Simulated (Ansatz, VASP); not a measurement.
Au in VASP and in Ansatz

INCAR

```
  PREC = Accurate
  ENCUT = 520
  EDIFF = 1E-6
  ISMEAR = 0
  SIGMA = 0.15
  LREAL = False
  LASPH = True
  NELM = 80
  ALGO = Fast
  ISIF = 2
  LWAVE = False
  LCHARG = False
  NBANDS = 18
```

KPOINTS

```
Automatic mesh
0
Gamma
  21 21 12
```

POSCAR

```
Au
1.0
    2.8999984104      0.0000000000      0.0000000000
   -1.4499992052      2.5114722944      0.0000000000
    0.0000000000      0.0000000000      4.8800000000
Au
2
Direct
    0.3333333333      0.6666666667      0.7500000000
    0.6666666667      0.3333333333      0.2500000000
```

Input for Ansatz:

```yaml
crystal:
  lattice:
    - [2.8999984104, 0.0, 0.0]
    - [-1.4499992052, 2.5114722944, 0.0]
    - [0.0, 0.0, 4.88]
  atoms:
    - { symbol: Au, position: [0.3333333333, 0.6666666667, 0.75] }
    - { symbol: Au, position: [0.6666666667, 0.3333333333, 0.25] }
basis:
  ecutwfc: 420
kpoints:
  mp_grid: { grid: [21, 21, 12] }
hamiltonian:
  xc: lda
scf:
  occupations: { method: gaussian, width: 0.15 }
output:
  forces: true
  stress: true
  eigenvalues: true
```

Alike in both runs: task single point; functional LDA; k mesh 21 × 21 × 12; occupations gaussian, width 0.15 eV; no spin polarisation.

```csv
,VASP,Ansatz
version,VASP 6.6.1,Ansatz 0.2.0
potentials or method,"VASP PAW LDA potentials, release 64 (Au), cutoff 520 eV","scalar-relativistic, plane waves, PAW"
valence electrons in the cell,22,38
```

|  | VASP | Ansatz | Ansatz less VASP |
| --- | --- | --- | --- |
| gap on the k mesh at the Fermi level (eV) | none | none | - |
| pressure (GPa) | -10.5 | -10.9 | -0.44 |
| traceless stress, the component that is largest in VASP (GPa) | 0.27 | 0.35 | +0.088 |

LDA's correlation is that of Perdew and Zunger in VASP and of Perdew and Wang (1992) in Ansatz. A gap of «none» marks a metal or a gap that the smearing closes. VASP's potentials hold 22 valence electrons a cell and Ansatz's 38, so a difference there can come from the potentials and not from the codes.

Spin-orbit coupling is off throughout.
